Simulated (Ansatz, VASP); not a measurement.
## HfO2, level by level in two programs

```
Hf O
1.0
     0.00000    2.60766    2.60766
     2.60766    0.00000    2.60766
     2.60766    2.60766    0.00000
Hf O
1 2
Direct
  0.00000 0.00000 0.00000
  0.75000 0.75000 0.75000
  0.25000 0.25000 0.25000
```

Single points on this cell with VASP 6.6.1 and Ansatz 0.2.0. Each row is one pair of runs. Alike in all rows: Ansatz's potentials, cutoff: Ansatz PAW, 420 eV.

```csv
level,spin,k mesh,smearing,"VASP's potentials, cutoff","gap on the k mesh at the Fermi level (eV), VASP","gap on the k mesh at the Fermi level (eV), Ansatz","least direct gap on the mesh (eV), VASP","least direct gap on the mesh (eV), Ansatz","pressure (GPa), VASP","pressure (GPa), Ansatz"
PBEsol,off,9 × 9 × 9,"fermi-dirac, width 0.05 eV","VASP PAW PBE potentials, release 64 (Hf_pv, O), 520 eV",3.55,3.55,3.66,3.66,-24.4,-21.5
PBE+D3(BJ),"non-collinear, zero start, SOC",7 × 7 × 7,"fermi-dirac, width 0.05 eV","VASP PAW PBE potentials, release 64 (Hf_pv, O), 520 eV",-,-,-,-,-20.6,-17.9
PBEsol+D3(BJ)+U (Hf d U = 6.5 eV),off,9 × 9 × 9,tetrahedron,"VASP PAW PBE potentials, release 64 (Hf_pv, O), 520 eV",4.34,4.59,4.46,4.89,-12.2,-15.1
PBE+D4,off,9 × 9 × 9,"fermi-dirac, width 0.05 eV","VASP PAW PBE potentials, release 64 (Hf_pv, O), 520 eV",3.66,3.67,3.77,3.78,-20.3,-17.3
RPBE,off,9 × 9 × 9,"fermi-dirac, width 0.05 eV","VASP PAW PBE potentials, release 64 (Hf_pv, O), 520 eV",3.77,3.78,3.88,3.89,-13.1,-10.0
BLYP+D4,off,9 × 9 × 9,"fermi-dirac, width 0.05 eV","VASP PAW PBE potentials, release 64 (Hf_pv, O), 520 eV",3.72,3.72,3.83,3.83,-16.7,-14.3
LDA,"non-collinear, zero start, SOC",9 × 9 × 9,"fermi-dirac, width 0.05 eV","VASP PAW LDA potentials, release 64 (Hf_pv, O), 520 eV",-,-,-,-,-,-
```

Gap on the k mesh at the fermi level (eV): the two programs differ by at most 0.249; least direct gap on the mesh (eV): the two programs differ by at most 0.43; pressure (GPa): the two programs differ by at most 3.1.

VASP's potentials hold 22 valence electrons a cell and Ansatz's 38, so a difference there can come from the potentials and not from the codes.

Noted on Ansatz's runs: odd divisions of the mesh miss points on the zone boundary, where band edges often lie, so the gap on the mesh can be too wide; Pulay correction over one GPa.
